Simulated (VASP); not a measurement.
Write the native input for VASP 6.6.1 that does the following.

| Property | Result |
| --- | --- |
| Task | single point |
| Functional | PBE |
| Potentials or basis | VASP PAW PBE potentials, release 64 (Lu) |
| Cutoff | 520 eV |
| k mesh | 18 × 18 × 18 |
| Occupations | gaussian, width 0.1 eV |
| Spin | no spin polarisation |
| Dipole correction | no |
| Further INCAR settings | ALGO = Fast; EDIFF = 1e-06; NBANDS = 18 |

The structure of Lu lies in POSCAR:

```
Lu
1.0
    3.2060177316      0.0000000000      0.0000000000
    0.0000000000      3.2060177316      0.0000000000
    0.0000000000      0.0000000000      3.2060177316
Lu
1
Direct
    0.0000000000      0.0000000000      0.0000000000
```

The cell was generated, and may not be a known phase.

One way to write it, as run:

INCAR

```
ALGO     = Fast           # electronic algorithm
EDIFF    = 1E-6           # SCF threshold, eV
ENCUT    = 520            # plane-wave cutoff, eV
GGA      = PE             # functional
ISIF     = 2              # what is computed and relaxed
ISMEAR   = 0              # smearing method
LASPH    = T              # aspherical terms in the spheres
LCHARG   = F              # write CHGCAR
LREAL    = F              # projectors in reciprocal space
LWAVE    = F              # write WAVECAR
NBANDS   = 18             # bands
NELM     = 100            # most SCF steps
PREC     = Accurate       # precision mode
SIGMA    = 0.1            # smearing width, eV
```

KPOINTS

```
k-points
0
Gamma
  18 18 18
```

Potentials or basis: VASP PAW PBE potentials, release 64 (Lu).

Run with:

```bash
$ cat potpaw_PBE.64/Lu/POTCAR > POTCAR
$ mpirun -np 1 vasp_std > vasp.out
```

Results of the run:

* Pressure: 0.3 GPa
* Band gap on the k mesh: zero (an odd number of electrons rules out a gap without spin polarisation)

Caveat: spin-orbit coupling is left out, which moves the levels of the heavy elements.

Run time: 99 s on 1 thread of Intel(R) Xeon(R) Platinum 8488C (Sapphire Rapids) (shared host), peak memory 0.24 GiB.
